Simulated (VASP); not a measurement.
# CsPbI2Br (P4/mmm) in VASP: a series of runs

CsPbI2Br is run at these levels: r2SCAN; tasks: single point.

All numbers are computed with VASP 6.6.1; they aren't measurements. Logs are shortened: lines on timing, memory, paths and dates and some standing lists are left out, and cuts for length are marked.

**1. The cell of the first run**

Symmetry: P4/mmm, No. 123, tetragonal system. Conventional cell: a = 6.428 Å, b = 6.428 Å, c = 5.983 Å, α = 90.00°, β = 90.00°, γ = 90.00°. Within 6.0 Å of Cs (site symmetry 4/mmm) lie 8 I at 4.39 Å and 4 Br at 4.55 Å and 8 Pb at 5.44 Å and 2 Cs at 5.98 Å. Pb (site symmetry 4/mmm) has 2 Br at 2.99 Å and 4 I at 3.21 Å within 3.9 Å. Within 4.2 Å of I (site symmetry mmm) lie 2 Pb at 3.21 Å. Br (site symmetry 4/mmm) has 2 Pb at 2.99 Å within 3.9 Å.

**2. Single point, r2SCAN (49.44 Å³/atom)**

The input, POSCAR:

```
CsPbI2Br
1.0
    6.4281434807      0.0000000000      0.0000000000
    0.0000000000      6.4281434807      0.0000000000
    0.0000000000      0.0000000000      5.9829018762
Cs Pb I Br
1 1 2 1
Direct
    0.5000000000      0.5000000000      0.5000000000
    0.0000000000      0.0000000000      0.0000000000
    0.0000000000      0.5000000000      0.0000000000
    0.5000000000      0.0000000000      0.0000000000
    0.0000000000      0.0000000000      0.5000000000
```

The input, INCAR.step1:

```
ALGO = Normal ; EDIFF = 1E-4
ENCUT = 520 ; GGA = PE
ISMEAR = 0 ; LASPH = True
LCHARG = False ; LREAL = False
LWAVE = True ; NBANDS = 30
NELM = 60 ; PREC = Accurate
SIGMA = 0.01
```

The input, INCAR.step2:

```
ALGO = Normal ; EDIFF = 1E-7
ENCUT = 520 ; ISIF = 2
ISMEAR = 0 ; ISTART = 1
LASPH = True ; LCHARG = False
LMIXTAU = True ; LREAL = False
LWAVE = False ; METAGGA = R2SCAN
NBANDS = 30 ; NELM = 60
PREC = Accurate ; SIGMA = 0.01
```

The input, KPOINTS:

```
k-points
0
Gamma
  4 4 4
```

Potentials or basis: VASP PAW PBE potentials, release 64 (Cs_sv, Pb_d, I, Br).

Started as:

```
cat potpaw_PBE.64/Cs_sv/POTCAR potpaw_PBE.64/Pb_d/POTCAR potpaw_PBE.64/I/POTCAR potpaw_PBE.64/Br/POTCAR > POTCAR
cp INCAR.step1 INCAR
mpirun -np 1 vasp_std > vasp.out
cp INCAR.step2 INCAR
mpirun -np 1 vasp_std > vasp.out
```

OUTCAR:

```text
EDIFF = 1E-7
   ENCUT = 520
   ISIF = 2
   ISMEAR = 0
   ISTART = 1
   LASPH = True
   LREAL = False
   METAGGA = R2SCAN
   NELM = 60
   PREC = Accurate

 ion  position               nearest neighbor table
   1  0.500  0.500  0.500-
   2  0.000  0.000  0.000-   5 2.99   5 2.99   3 3.21   4 3.21   3 3.21   4 3.21
   3  0.000  0.500  0.000-   2 3.21   2 3.21
   4  0.500  0.000  0.000-   2 3.21   2 3.21
   5  0.000  0.000  0.500-   2 2.99   2 2.99

  LATTYP: Found a simple tetragonal cell.
 ALAT       =     6.4281434807
 C/A-ratio  =     0.9307355839

  Lattice vectors:

 A1 = (   6.4281434807,   0.0000000000,   0.0000000000)
 A2 = (   0.0000000000,   6.4281434807,   0.0000000000)
 A3 = (   0.0000000000,   0.0000000000,   5.9829018762)

Analysis of symmetry for initial positions (statically):
=====================================================================
 Subroutine PRICEL returns:
 Original cell was already a primitive cell.

 Routine SETGRP: Setting up the symmetry group for a
 simple tetragonal supercell.

 Subroutine GETGRP returns: Found 16 space group operations
 (whereof 16 operations were pure point group operations)
 out of a pool of 16 trial point group operations.

The static configuration has the point symmetry D_4h.

Analysis of symmetry for dynamics (positions and initial velocities):
=====================================================================
 Subroutine PRICEL returns:
 Original cell was already a primitive cell.

 Routine SETGRP: Setting up the symmetry group for a
 simple tetragonal supercell.

 Subroutine GETGRP returns: Found 16 space group operations
 (whereof 16 operations were pure point group operations)
 out of a pool of 16 trial point group operations.

The dynamic configuration has the point symmetry D_4h.

 Subroutine INISYM returns: Found 16 space group operations
 (whereof 16 operations are pure point group operations),
 and found     1 'primitive' translations

----------------------------------------------------------------------------------------

                                     Primitive cell

  volume of cell :     247.2197

  direct lattice vectors                    reciprocal lattice vectors
     6.428143481  0.000000000  0.000000000     0.155565912  0.000000000  0.000000000
     0.000000000  6.428143481  0.000000000     0.000000000  0.155565912  0.000000000
     0.000000000  0.000000000  5.982901876     0.000000000  0.000000000  0.167142972

  length of vectors
     6.428143481  6.428143481  5.982901876     0.155565912  0.155565912  0.167142972

  position of ions in fractional coordinates (direct lattice)
     0.500000000  0.500000000  0.500000000
     0.000000000  0.000000000  0.000000000
     0.000000000  0.500000000  0.000000000
     0.500000000  0.000000000  0.000000000
     0.000000000  0.000000000  0.500000000

  ion indices of the primitive-cell ions
   primitive index   ion index
                 1           1
                 2           2
                 3           3
                 4           4
                 5           5

----------------------------------------------------------------------------------------

 KPOINTS: k-points

Automatic generation of k-mesh.
 Grid dimensions read from file:
 generate k-points for:    4    4    4

 Generating k-lattice:

  Cartesian coordinates                     Fractional coordinates (reciprocal lattice)
     0.038891478  0.000000000  0.000000000     0.250000000  0.000000000  0.000000000
     0.000000000  0.038891478  0.000000000     0.000000000  0.250000000  0.000000000
     0.000000000  0.000000000  0.041785743     0.000000000  0.000000000  0.250000000

  Length of vectors
     0.038891478  0.038891478  0.041785743

  Shift w.r.t. Gamma in fractional coordinates (k-lattice)
     0.000000000  0.000000000  0.000000000

 Subroutine IBZKPT returns following result:
 ===========================================

 Found     18 irreducible k-points:

 Following reciprocal coordinates:
            Coordinates               Weight
  0.000000  0.000000  0.000000      1.000000
  0.250000  0.000000  0.000000      4.000000
  0.500000  0.000000  0.000000      2.000000
  0.250000  0.250000  0.000000      4.000000
  0.500000  0.250000  0.000000      4.000000
  0.500000  0.500000  0.000000      1.000000
[... 10 lines left out ...]
  0.500000  0.250000  0.500000      4.000000
  0.500000  0.500000  0.500000      1.000000
   k-points           NKPTS =     18   k-points in BZ     NKDIM =     18   number of bands    NBANDS=     30
   number of dos      NEDOS =    301   number of ions     NIONS =      5
   total plane-waves  NPLWV = 110592
   dimension x,y,z NGX =    48 NGY =   48 NGZ =   48
   dimension x,y,z NGXF=    96 NGYF=   96 NGZF=   96
   ions per type =               1   1   2   1
   NGX,Y,Z   is equivalent  to a cutoff of  12.41, 12.41, 13.34 a.u.
   NGXF,Y,Z  is equivalent  to a cutoff of  24.83, 24.83, 26.68 a.u.
 SYSTEM =  unknown system
   PREC   = accura    normal or accurate (medium, high low for compatibility)
   ISTART =      1    job   : 0-new  1-cont  2-samecut
   ICHARG =      0    charge: 1-file 2-atom 10-const
   ISPIN  =      1    spin polarized calculation?
   LNONCOLLINEAR =      F non collinear calculations
   LSORBIT =      F    spin-orbit coupling
   LASPH  =      T    aspherical Exc in radial PAW
   ENCUT  =  520.0 eV  38.22 Ry    6.18 a.u.  11.95 11.95 11.12*2*pi/ulx,y,z
   NELM   =     60;   NELMIN=  2; NELMDL=  0     # of ELM steps
   EDIFF  = 0.1E-06   stopping-criterion for ELM
   LREAL  =      F    real-space projection
   EDIFFG = 0.1E-05   stopping-criterion for IOM
   NSW    =      0    number of steps for IOM
   IBRION =     -1    ionic relax: 0-MD 1-quasi-New 2-CG
   NFREE  =      0    steps in history (QN), initial steepest desc. (CG)
   ISIF   =      2    stress and relaxation
   ISYM   =      2    0-nonsym 1-usesym 2-fastsym
   POTIM  = 0.5000    time-step for ionic-motion
   TEBEG  =    0.0;   TEEND  =   0.0 temperature during run
   PSTRESS=    0.0 pullay stress
   NELECT =      44.0000    total number of electrons
   NUPDOWN=      -1.0000    fix difference up-down
   EMIN   =  10.00;   EMAX   =-10.00  energy-range for DOS
   EFERMI =   0.00;   METHOD = LEGACY
   ISMEAR =     0;   SIGMA  =   0.01  broadening in eV -4-tet -1-fermi 0-gaus
   EFERMI_NEDOS =   21; number of points for ismear=-14 and -15
   IALGO  =     38    algorithm
   IMIX   =      4    mixing-type and parameters
     AMIX     =   0.40;   BMIX     =  1.00
     AMIX_MAG =   1.60;   BMIX_MAG =  1.00
  volume/ion in A,a.u.               =      49.44       333.66
  Fermi-wavevector in a.u.,A,eV,Ry     =   0.920869  1.740191 11.537747  0.848001
  Thomas-Fermi vector in A             =   2.046223
   LORBIT       =      0    0 simple, 1 ext, 2 COOP (PROOUT), +10 PAW based schemes
   METAGGA = R2SCAN    functional components
   LHFCALC =     F    Hartree Fock is set to
   AEXX    =    0.0000 exact exchange contribution
   IVDW    =     0    specifies the selected vdW correction
   LEPSILON=     F    determine dielectric tensor
   LRPA    =     F    only Hartree local field effects (RPA)
 non-spin polarized calculation
 Gauss-broadening in eV      SIGMA  =   0.01
  energy-cutoff  :      520.00
  volume of cell :      247.22
 maximum number of plane-waves:      6676
 NGX is ok and might be reduce to    48
   NGX = 23   NGY = 23   NGZ = 23

 number of electron      44.0000007 magnetization

 Free energy of the ion-electron system (eV)
  ---------------------------------------------------
  ext. energy  EPLUGINS =         0.00000000
  ---------------------------------------------------
  free energy    TOTEN  =      -149.97548210 eV

  energy without entropy =     -149.97548210  energy(sigma->0) =     -149.97548210

 E-fermi :   0.8589     XC(G=0):  -7.5915

 val. band max:        0.7947093052   @ k =   0.5000   0.5000   0.5000
 cond. band min:       2.6439789854   @ k =   0.5000   0.5000   0.5000
 fundamental gap:      1.8492696802
 Fermi energy:         0.8588521621

 k-point     1 :       0.0000    0.0000    0.0000
  band No.  band energies     occupation
      1     -21.1303      2.00000
      2     -16.4696      2.00000
      3     -16.4480      2.00000
      4     -16.3974      2.00000
      5     -16.3806      2.00000
      6     -16.3806      2.00000
[... 22 lines left out ...]
     29       6.6922      0.00000
     30       6.6922      0.00000

 k-point     2 :       0.2500    0.0000    0.0000
  band No.  band energies     occupation
      1     -21.1301      2.00000
      2     -16.4686      2.00000
      3     -16.4440      2.00000
      4     -16.3976      2.00000
      5     -16.3808      2.00000
      6     -16.3806      2.00000
[... 22 lines left out ...]
     29       6.4080      0.00000
     30       6.8002      0.00000

 k-point     3 :       0.5000    0.0000    0.0000
  band No.  band energies     occupation
      1     -21.1300      2.00000
      2     -16.4679      2.00000
      3     -16.4398      2.00000
      4     -16.3978      2.00000
      5     -16.3810      2.00000
      6     -16.3806      2.00000
[... 22 lines left out ...]
     29       6.6329      0.00000
     30       7.4091      0.00000

 k-point     4 :       0.2500    0.2500    0.0000
  band No.  band energies     occupation
      1     -21.1300      2.00000
      2     -16.4673      2.00000
      3     -16.4404      2.00000
      4     -16.3978      2.00000
      5     -16.3808      2.00000
      6     -16.3808      2.00000
[... 22 lines left out ...]
     29       6.8536      0.00000
     30       6.8996      0.00000

 k-point     5 :       0.5000    0.2500    0.0000
  band No.  band energies     occupation
      1     -21.1299      2.00000
      2     -16.4663      2.00000
      3     -16.4363      2.00000
      4     -16.3980      2.00000
      5     -16.3810      2.00000
      6     -16.3808      2.00000
[... 22 lines left out ...]
     29       6.9932      0.00000
     30       7.2292      0.00000
[... 328 lines left out ...]
     29       7.2106      0.00000
     30       7.4797      0.00000

 k-point    16 :       0.2500    0.2500    0.5000
  band No.  band energies     occupation
      1     -21.1294      2.00000
      2     -16.4403      2.00000
      3     -16.4194      2.00000
      4     -16.3978      2.00000
      5     -16.3816      2.00000
      6     -16.3816      2.00000
[... 22 lines left out ...]
     29       7.1062      0.00000
     30       7.1667      0.00000

 k-point    17 :       0.5000    0.2500    0.5000
  band No.  band energies     occupation
      1     -21.1293      2.00000
      2     -16.4367      2.00000
      3     -16.4177      2.00000
      4     -16.3980      2.00000
      5     -16.3818      2.00000
      6     -16.3816      2.00000
[... 22 lines left out ...]
     29       6.6842      0.00000
     30       7.2656      0.00000

 k-point    18 :       0.5000    0.5000    0.5000
  band No.  band energies     occupation
      1     -21.1292      2.00000
      2     -16.4326      2.00000
      3     -16.4167      2.00000
      4     -16.3982      2.00000
      5     -16.3818      2.00000
      6     -16.3818      2.00000
[... 22 lines left out ...]
     29       6.4823      0.00000
     30       7.3998      0.00000

------------------------ aborting loop because EDIFF is reached ----------------------------------------

  FORCE on cell =-STRESS in cart. coord.  units (eV):
  Direction    XX          YY          ZZ          XY          YZ          ZX
  --------------------------------------------------------------------------------------
  -------------------------------------------------------------------------------------
  Total       -0.7489349     -0.7489349     -0.7806465      0.0000000      0.0000000      0.0000000
  in kB       -4.8536857     -4.8536857     -5.0592016      0.0000000      0.0000000      0.0000000
  external PRESSURE =      -4.9221910 kB  Pullay stress =       0.0000000 kB

 VOLUME and BASIS-vectors are now :
 -----------------------------------------------------------------------------
  energy-cutoff  :      520.00
  volume of cell :      247.22
      direct lattice vectors                 reciprocal lattice vectors
     6.428143481  0.000000000  0.000000000     0.155565912  0.000000000  0.000000000
     0.000000000  6.428143481  0.000000000     0.000000000  0.155565912  0.000000000
     0.000000000  0.000000000  5.982901876     0.000000000  0.000000000  0.167142972

 POSITION                                       TOTAL-FORCE (eV/Angst)
 -----------------------------------------------------------------------------------
      3.21407      3.21407      2.99145         0.000000      0.000000      0.000000
      0.00000      0.00000      0.00000         0.000000      0.000000      0.000000
      0.00000      3.21407      0.00000         0.000000      0.000000      0.000000
      3.21407      0.00000      0.00000         0.000000      0.000000      0.000000
      0.00000      0.00000      2.99145         0.000000      0.000000      0.000000
 -----------------------------------------------------------------------------------
    total drift:                                0.000000     -0.000000      0.000000

  FREE ENERGIE OF THE ION-ELECTRON SYSTEM (eV)
  ---------------------------------------------------
  free  energy   TOTEN  =      -149.9754821008 eV

  energy  without entropy=     -149.9754821008  energy(sigma->0) =     -149.97548210
```

Wall time 4.4 min (1 thread of Intel Xeon Platinum 8559C (Emerald Rapids), shared host); peak memory 0.47 GiB.

Results:

- Free energy: -149.9755 eV
- Pressure: -0.5 GPa
- Band gap on the k mesh: 1.85 eV

Levels at points of the mesh, in eV from the valence-band top:
| k point | band 19 | band 20 | band 21 | band 22 | band 23 | band 24 | band 25 | band 26 |
| --- | --- | --- | --- | --- | --- | --- | --- | --- |
| (0.00, 0.00, 0.00) | -1.32 | -1.29 | -1.28 | -1.28 | 3.72 | 4.50 | 4.95 | 5.14 |
| (0.50, 0.00, 0.00) | -1.54 | -1.46 | -1.36 | -0.95 | 2.60 | 4.97 | 5.45 | 5.48 |
| (0.50, 0.50, 0.00) | -1.51 | -1.44 | -0.89 | -0.51 | 2.27 | 2.27 | 5.21 | 5.86 |
| (0.00, 0.00, 0.50) | -1.49 | -1.35 | -1.35 | -1.19 | 2.96 | 5.37 | 5.45 | 5.53 |
| (0.50, 0.00, 0.50) | -1.65 | -1.62 | -1.05 | -0.50 | 2.24 | 2.56 | 5.17 | 5.76 |
| (0.50, 0.50, 0.50) | -1.02 | -1.02 | -0.87 | 0.00 | 1.85 | 1.85 | 2.09 | 4.78 |

Caveat: the PAW data sets were made with another functional, which shifts forces and pressure a little; spin-orbit coupling is left out, which moves the levels of the heavy elements. A k mesh can miss the band edges.

(Continued in part 2 of 2.)
